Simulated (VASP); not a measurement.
# Mo (Im-3m) in VASP: notebook

Mo is run at these levels: r2SCAN; tasks: single point.

Program: VASP 6.6.1. These are calculated values, not measurements. Logs are shortened: lines on timing, memory, paths and dates and some standing lists are left out, and cuts for length are marked.

## (1) The cell of the first run

Symmetry: Im-3m, No. 229, cubic system. The conventional cell has a = 3.038 Å, b = 3.038 Å, c = 3.038 Å, α = 90.00°, β = 90.00°, γ = 90.00°. Mo (site symmetry m-3m) has 14 Mo at 2.63 to 3.04 Å within 3.5 Å.

## (2) Single point, r2SCAN

POSCAR reads:

```
Mo
1.0
   -1.5191154801      1.5191154801      1.5191154801
    1.5191154801     -1.5191154801      1.5191154801
    1.5191154801      1.5191154801     -1.5191154801
Mo
1
Direct
    0.0000000000      0.0000000000      0.0000000000
```

INCAR.step1 reads:

```
PREC     = Accurate       # precision mode
ENCUT    = 520            # plane-wave cutoff, eV
ISMEAR   = -1             # smearing method
SIGMA    = 0.1            # smearing width, eV
LREAL    = False          # projectors in reciprocal space
LASPH    = True           # aspherical terms in the spheres
NELM     = 60             # most SCF steps
NBANDS   = 13             # bands
GGA      = PE             # functional
ALGO     = Normal         # electronic algorithm
EDIFF    = 1E-4           # SCF threshold, eV
LWAVE    = True           # write WAVECAR
LCHARG   = False          # write CHGCAR
```

INCAR.step2 reads:

```
PREC     = Accurate       # precision mode
ENCUT    = 520            # plane-wave cutoff, eV
EDIFF    = 1E-6           # SCF threshold, eV
ISMEAR   = -1             # smearing method
SIGMA    = 0.1            # smearing width, eV
LREAL    = False          # projectors in reciprocal space
LASPH    = True           # aspherical terms in the spheres
NELM     = 60             # most SCF steps
ALGO     = Normal         # electronic algorithm
ISIF     = 2              # what is computed and relaxed
LWAVE    = False          # write WAVECAR
LCHARG   = True           # write CHGCAR
METAGGA  = R2SCAN         # meta-GGA
LMIXTAU  = True         
LELF     = True           # ELF
LVHAR    = True         
NBANDS   = 13             # bands
ISTART   = 1
```

KPOINTS reads:

```
regular mesh
0
Gamma
  15 15 15
```

Potentials or basis: VASP PAW PBE potentials, release 64 (Mo_sv).

Started as:

```
$ cat potpaw_PBE.64/Mo_sv/POTCAR > POTCAR
$ cp INCAR.step1 INCAR
$ mpirun -np 1 vasp_std > vasp.out
$ cp INCAR.step2 INCAR
$ mpirun -np 1 vasp_std > vasp.out
```

OUTCAR:

```text
PREC = Accurate
   ENCUT = 520
   EDIFF = 1E-6
   ISMEAR = -1
   LREAL = False
   LASPH = True
   NELM = 60
   ISIF = 2
   METAGGA = R2SCAN
   ISTART = 1

 ion  position               nearest neighbor table
   1  0.000  0.000  0.000-

  LATTYP: Found a body centered cubic cell.
 ALAT       =     3.0382309602

  Lattice vectors:

 A1 = (  -1.5191154801,   1.5191154801,   1.5191154801)
 A2 = (   1.5191154801,  -1.5191154801,   1.5191154801)
 A3 = (   1.5191154801,   1.5191154801,  -1.5191154801)

Analysis of symmetry for initial positions (statically):
=====================================================================
 Subroutine PRICEL returns:
 Original cell was already a primitive cell.

 Routine SETGRP: Setting up the symmetry group for a
 body centered cubic supercell.

 Subroutine GETGRP returns: Found 48 space group operations
 (whereof 48 operations were pure point group operations)
 out of a pool of 48 trial point group operations.

The static configuration has the point symmetry O_h .

Analysis of symmetry for dynamics (positions and initial velocities):
=====================================================================
 Subroutine PRICEL returns:
 Original cell was already a primitive cell.

 Routine SETGRP: Setting up the symmetry group for a
 body centered cubic supercell.

 Subroutine GETGRP returns: Found 48 space group operations
 (whereof 48 operations were pure point group operations)
 out of a pool of 48 trial point group operations.

The dynamic configuration has the point symmetry O_h .

 Subroutine INISYM returns: Found 48 space group operations
 (whereof 48 operations are pure point group operations),
 and found     1 'primitive' translations

----------------------------------------------------------------------------------------

                                     Primitive cell

  volume of cell :      14.0227

  direct lattice vectors                    reciprocal lattice vectors
    -1.519115480  1.519115480  1.519115480     0.000000000  0.329138901  0.329138901
     1.519115480 -1.519115480  1.519115480     0.329138901  0.000000000  0.329138901
     1.519115480  1.519115480 -1.519115480     0.329138901  0.329138901  0.000000000

  length of vectors
     2.631185194  2.631185194  2.631185194     0.465472698  0.465472698  0.465472698

  position of ions in fractional coordinates (direct lattice)
     0.000000000  0.000000000  0.000000000

  ion indices of the primitive-cell ions
   primitive index   ion index
                 1           1

----------------------------------------------------------------------------------------

 KPOINTS: regular mesh

Automatic generation of k-mesh.
 Grid dimensions read from file:
 generate k-points for:   15   15   15

 Generating k-lattice:

  Cartesian coordinates                     Fractional coordinates (reciprocal lattice)
     0.000000000  0.021942593  0.021942593     0.066666667  0.000000000  0.000000000
     0.021942593  0.000000000  0.021942593     0.000000000  0.066666667  0.000000000
     0.021942593  0.021942593  0.000000000     0.000000000  0.000000000  0.066666667

  Length of vectors
     0.031031513  0.031031513  0.031031513

  Shift w.r.t. Gamma in fractional coordinates (k-lattice)
     0.000000000  0.000000000  0.000000000

 Subroutine IBZKPT returns following result:
 ===========================================

 Found    120 irreducible k-points:

 Following reciprocal coordinates:
            Coordinates               Weight
  0.000000  0.000000  0.000000      1.000000
  0.066667  0.000000  0.000000     12.000000
  0.133333  0.000000  0.000000     12.000000
  0.200000  0.000000  0.000000     12.000000
  0.266667  0.000000  0.000000     12.000000
  0.333333  0.000000  0.000000     12.000000
[... 16 lines left out ...]
  0.333333  0.200000  0.000000     48.000000
  0.400000  0.200000  0.000000     24.000000
 [... further k-points ...]
   k-points           NKPTS =    120   k-points in BZ     NKDIM =    120   number of bands    NBANDS=     13
   number of dos      NEDOS =    301   number of ions     NIONS =      1
   total plane-waves  NPLWV =   8000
   dimension x,y,z NGX =    20 NGY =   20 NGZ =   20
   dimension x,y,z NGXF=    40 NGYF=   40 NGZF=   40
   ions per type =               1
   NGX,Y,Z   is equivalent  to a cutoff of  12.64, 12.64, 12.64 a.u.
   NGXF,Y,Z  is equivalent  to a cutoff of  25.27, 25.27, 25.27 a.u.
 SYSTEM =  unknown system
   PREC   = accura    normal or accurate (medium, high low for compatibility)
   ISTART =      1    job   : 0-new  1-cont  2-samecut
   ICHARG =      0    charge: 1-file 2-atom 10-const
   ISPIN  =      1    spin polarized calculation?
   LNONCOLLINEAR =      F non collinear calculations
   LSORBIT =      F    spin-orbit coupling
   LASPH  =      T    aspherical Exc in radial PAW
   ENCUT  =  520.0 eV  38.22 Ry    6.18 a.u.   4.89  4.89  4.89*2*pi/ulx,y,z
   NELM   =     60;   NELMIN=  2; NELMDL=  0     # of ELM steps
   EDIFF  = 0.1E-05   stopping-criterion for ELM
   LREAL  =      F    real-space projection
   EDIFFG = 0.1E-04   stopping-criterion for IOM
   NSW    =      0    number of steps for IOM
   IBRION =     -1    ionic relax: 0-MD 1-quasi-New 2-CG
   NFREE  =      0    steps in history (QN), initial steepest desc. (CG)
   ISIF   =      2    stress and relaxation
   ISYM   =      2    0-nonsym 1-usesym 2-fastsym
   POTIM  = 0.5000    time-step for ionic-motion
   TEBEG  =    0.0;   TEEND  =   0.0 temperature during run
   PSTRESS=    0.0 pullay stress
   NELECT =      14.0000    total number of electrons
   NUPDOWN=      -1.0000    fix difference up-down
   EMIN   =  10.00;   EMAX   =-10.00  energy-range for DOS
   EFERMI =   0.00;   METHOD = LEGACY
   ISMEAR =    -1;   SIGMA  =   0.10  broadening in eV -4-tet -1-fermi 0-gaus
   EFERMI_NEDOS =   21; number of points for ismear=-14 and -15
   IALGO  =     38    algorithm
   IMIX   =      4    mixing-type and parameters
     AMIX     =   0.40;   BMIX     =  1.00
     AMIX_MAG =   1.60;   BMIX_MAG =  1.00
  volume/ion in A,a.u.               =      14.02        94.63
  Fermi-wavevector in a.u.,A,eV,Ry     =   1.636214  3.091996 36.425458  2.677196
  Thomas-Fermi vector in A             =   2.727558
   LORBIT       =      0    0 simple, 1 ext, 2 COOP (PROOUT), +10 PAW based schemes
   METAGGA = R2SCAN    functional components
   LHFCALC =     F    Hartree Fock is set to
   AEXX    =    0.0000 exact exchange contribution
   IVDW    =     0    specifies the selected vdW correction
   LEPSILON=     F    determine dielectric tensor
   LRPA    =     F    only Hartree local field effects (RPA)
 non-spin polarized calculation
  energy-cutoff  :      520.00
  volume of cell :       14.02
 maximum number of plane-waves:       394
   NGX =  9   NGY =  9   NGZ =  9

 number of electron      14.0000003 magnetization

 Free energy of the ion-electron system (eV)
  ---------------------------------------------------
  ext. energy  EPLUGINS =         0.00000000
  ---------------------------------------------------
  free energy    TOTEN  =       -25.89808701 eV

  energy without entropy =      -25.87754972  energy(sigma->0) =      -25.88781837

 E-fermi :  14.3654     XC(G=0): -15.3395

 val. band max:       14.3620196188   @ k =   0.4000   0.1333   0.0667
 cond. band min:      14.3777472329   @ k =  -0.3333   0.3333   0.2000
 fundamental gap:      0.0157276141
 Fermi energy:        14.3653678243

 k-point     1 :       0.0000    0.0000    0.0000
  band No.  band energies     occupation
      1     -48.8926      2.00000
      2     -21.0437      2.00000
      3     -21.0437      2.00000
      4     -21.0437      2.00000
      5       6.4241      2.00000
      6      12.7311      2.00000
      7      12.7311      2.00000
      8      12.7311      2.00000
      9      16.4826      0.00000
     10      16.4826      0.00000
     11      30.0110      0.00000
     12      30.0110      0.00000
     13      30.0110      0.00000

 k-point     2 :       0.0667    0.0000    0.0000
  band No.  band energies     occupation
      1     -48.8738      2.00000
      2     -21.1426      2.00000
      3     -21.0732      2.00000
      4     -21.0447      2.00000
      5       6.6582      2.00000
      6      12.5913      2.00000
      7      12.7051      2.00000
      8      12.9541      2.00000
      9      16.2669      0.00000
     10      16.4821      0.00000
     11      30.1993      0.00000
     12      30.4074      0.00000
     13      30.5308      0.00000

 k-point     3 :       0.1333    0.0000    0.0000
  band No.  band energies     occupation
      1     -48.8206      2.00000
      2     -21.4174      2.00000
      3     -21.1560      2.00000
      4     -21.0476      2.00000
      5       7.2979      2.00000
      6      12.2180      2.00000
      7      12.5943      2.00000
      8      13.6097      1.99896
      9      15.8686      0.00000
     10      16.4968      0.00000
     11      30.6185      0.00000
     12      31.5461      0.00000
     13      31.7438      0.00000
[... 305 lines left out ...]
 k-point    23 :       0.3333    0.2000    0.0000
  band No.  band energies     occupation
      1     -48.4250      2.00000
      2     -22.8577      2.00000
      3     -21.9607      2.00000
      4     -21.2578      2.00000
      5       9.3415      2.00000
      6      10.7148      2.00000
      7      13.1563      1.99999
      8      16.2188      0.00000
      9      17.6659      0.00000
     10      22.5300      0.00000
     11      27.7617      0.00000
     12      29.3596      0.00000
     13      33.0721      0.00000

 k-point    24 :       0.4000    0.2000    0.0000
  band No.  band energies     occupation
      1     -48.4087      2.00000
      2     -22.8928      2.00000
      3     -22.0164      2.00000
      4     -21.2623      2.00000
      5       9.2556      2.00000
      6      10.6870      2.00000
      7      13.3835      1.99989
      8      16.3336      0.00000
      9      17.7993      0.00000
     10      23.3098      0.00000
     11      27.1619      0.00000
     12      28.8268      0.00000
     13      32.8775      0.00000

 [... further k-points ...]
[... 5 lines left out ...]
  --------------------------------------------------------------------------------------
  -------------------------------------------------------------------------------------
  Total        3.4407166      3.4407166      3.4407166      0.0000000     -0.0000000      0.0000000
  in kB      393.1217980    393.1217980    393.1217980      0.0000000     -0.0000000      0.0000000
  external PRESSURE =     393.1217980 kB  Pullay stress =       0.0000000 kB

 VOLUME and BASIS-vectors are now :
 -----------------------------------------------------------------------------
  energy-cutoff  :      520.00
  volume of cell :       14.02
      direct lattice vectors                 reciprocal lattice vectors
    -1.519115480  1.519115480  1.519115480     0.000000000  0.329138901  0.329138901
     1.519115480 -1.519115480  1.519115480     0.329138901  0.000000000  0.329138901
     1.519115480  1.519115480 -1.519115480     0.329138901  0.329138901  0.000000000

 POSITION                                       TOTAL-FORCE (eV/Angst)
 -----------------------------------------------------------------------------------
      0.00000      0.00000      0.00000        -0.000000     -0.000000      0.000000
 -----------------------------------------------------------------------------------
    total drift:                                0.000000      0.000000      0.000000

  FREE ENERGIE OF THE ION-ELECTRON SYSTEM (eV)
  ---------------------------------------------------
  free  energy   TOTEN  =       -25.8980870132 eV

  energy  without entropy=      -25.8775497201  energy(sigma->0) =      -25.88781837
```

It took 1.8 min on 1 thread of Intel Xeon 8259CL, shared host; peak memory 0.14 GiB.

Results:

| Property | Result |
| --- | --- |
| Free energy | -25.8981 eV |
| Pressure | 39.3 GPa |
| Band gap on the k mesh | zero (band 7 reaches 18.84 eV, above the bottom of band 8 at 12.73 eV) |

Levels at points of the mesh, in eV from the Fermi level:
| k point | band 5 | band 6 | band 7 | band 8 | band 9 | band 10 |
| --- | --- | --- | --- | --- | --- | --- |
| (0.00, 0.00, 0.00) | -7.94 | -1.63 | -1.63 | -1.63 | 2.12 | 2.12 |

Caveat: the PAW data sets were made with another functional, which shifts forces and pressure a little.

## (3) Single point, r2SCAN

This run uses another cell than the first one, of 14.41 Å³/atom, 1.028 times its volume.

POSCAR reads:

```
Mo
1.0
   -1.5330530979      1.5330530979      1.5330530979
    1.5330530979     -1.5330530979      1.5330530979
    1.5330530979      1.5330530979     -1.5330530979
Mo
1
Direct
    0.0000000000      0.0000000000      0.0000000000
```

INCAR.step1 reads:

```
ALGO = Normal
EDIFF = 1E-4
ENCUT = 520
GGA = PE
ISMEAR = -1
LASPH = T
LCHARG = F
LREAL = F
LWAVE = T
NBANDS = 13
NELM = 100
PREC = Accurate
SIGMA = 0.1
```

INCAR.step2 reads:

```
ALGO = Normal
EDIFF = 1E-7
ENCUT = 520
ISIF = 2
ISMEAR = -1
ISTART = 1
LASPH = T
LCHARG = F
LMIXTAU = T
LREAL = F
LWAVE = F
METAGGA = R2SCAN
NBANDS = 13
NELM = 100
PREC = Accurate
SIGMA = 0.1
```

KPOINTS reads:

```
k-points
0
Gamma
  15 15 15
```

Potentials or basis: VASP PAW PBE potentials, release 64 (Mo_sv).

Started as:

```
$ cat potpaw_PBE.64/Mo_sv/POTCAR > POTCAR
$ cp INCAR.step1 INCAR
$ mpirun -np 1 vasp_std > vasp.out
$ cp INCAR.step2 INCAR
$ mpirun -np 1 vasp_std > vasp.out
```

Wall time 2.6 min (1 thread of Intel Xeon 8259CL, shared host); peak memory 0.14 GiB.

The run converged. Its results:

* Free energy: -25.9801 eV
* Pressure: 28.3 GPa
* Band gap on the k mesh: zero (band 7 reaches 18.20 eV, above the bottom of band 8 at 12.31 eV)

Levels at points of the mesh, in eV from the Fermi level:
```tsv
k point	band 4	band 5	band 6	band 7	band 8	band 9	band 10	band 11
(0.00, 0.00, 0.00)	-35.47	-7.87	-1.56	-1.56	-1.56	2.08	2.08	15.63
```

Caveat: the PAW data sets were made with another functional, which shifts forces and pressure a little.
